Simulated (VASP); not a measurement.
Zn2GeN3:

```
Zn Ge N
1.0
     2.45518   -4.10597    0.00000
     2.45518    4.10597    0.00000
     0.00000    0.00000    3.83899
Zn Ge N
2 1 3
Cartesian
  1.2276 2.0530 1.9195
  1.2276 -2.0530 1.9195
  2.4552 0.0000 0.0000
  2.4552 2.7833 0.0000
  2.4552 -2.7833 0.0000
  0.0000 0.0000 1.9195
```

The cell was generated, and may not be a known phase.

| Quantity | Value |
| --- | --- |
| Program | VASP 6.6.1 |
| Task | relaxation of cell and atoms |
| Functional | PBE |
| Potentials or basis | VASP PAW PBE potentials, release 64 (Zn, Ge_d, N) |
| Cutoff | 600 eV |
| k mesh | 4 × 4 × 4 |
| Occupations | gaussian, width 0.1 eV |
| Spin | no spin polarisation |

At the start: pressure -10.2 GPa; volume 12.90 Å³/atom.

Where does the relaxation end?

Over 37 steps the energy falls by 701.1 meV/atom and the volume is 12.60 Å³/atom (-2.3 %); space group Cmmm (No. 65, to 0.1 Å) before and after.

Step by step:
```tsv
step	energy change (eV)	largest force (eV/Å)	pressure (GPa)	volume (Å³)
1	0.0000	0.3832	-10.17	77.40
2	-0.6811	0.5991	1.35	68.47
3	-0.7268	0.6589	5.83	66.29
4	-1.1151	0.6425	4.79	66.88
5	-1.4271	0.4049	5.51	67.15
6	-0.9878	0.7189	15.73	65.87
7	-1.5183	0.0481	7.77	66.98
8	-1.5578	0.4231	-7.38	75.62
9	-1.6455	0.3011	-1.45	71.52
10	-1.7322	0.4509	-1.80	71.37
11	-2.0178	0.6200	-2.24	70.53
12	-1.6611	0.2992	7.40	67.05
13	-2.0839	0.7365	-1.96	69.95
14	-2.1124	0.7193	-0.73	69.21
15	-2.1662	0.4440	1.32	68.51
16	-2.1693	0.3617	2.17	68.32
17	-2.3154	0.5595	1.06	69.56
18	-2.8404	1.1879	-0.92	73.07
19	-2.9177	3.8269	5.87	79.03
20	-3.1954	0.8190	-0.65	75.12
21	-3.1992	1.9762	3.25	78.02
22	-3.3015	0.1184	0.33	76.29
23	-3.3121	0.2776	0.89	76.73
24	-3.4537	0.2725	-2.38	78.64
25	-3.5034	0.6975	-5.13	80.63
26	-3.6841	0.3339	-3.27	79.18
27	-3.8802	1.7691	5.45	74.14
28	-3.9431	1.5481	5.07	73.95
29	-3.9996	1.2234	4.75	73.16
30	-4.0576	0.8293	3.23	73.83
31	-4.1364	0.1803	-1.06	75.86
32	-4.1372	0.2766	-1.42	76.08
33	-4.1575	0.2210	-1.19	75.98
34	-4.1963	0.0178	-0.23	75.65
35	-4.1794	0.4594	2.16	74.86
36	-4.2046	0.1583	0.60	75.37
37	-4.2067	0.0191	0.07	75.62
```

Final structure:
```xyz
6
Lattice="2.5265 -4.8457 0.0000 2.5265 4.8457 0.0000 0.0000 0.0000 3.0885" Properties=species:S:1:pos:R:3 pbc="T T T"
Zn    1.2633    2.4228    1.5443
Zn    1.2633   -2.4228    1.5443
Ge    2.5265    0.0000    0.0000
N     2.5265    1.7716    0.0000
N     2.5265   -1.7716    0.0000
N     0.0000    0.0000    1.5443
```

Caveat: the k points lie up to 0.51 Å⁻¹ apart in the final cell, too coarse for converged energies and pressures of a metal; a cell axis changed by over 15 % at a fixed basis, so the end point is rough.
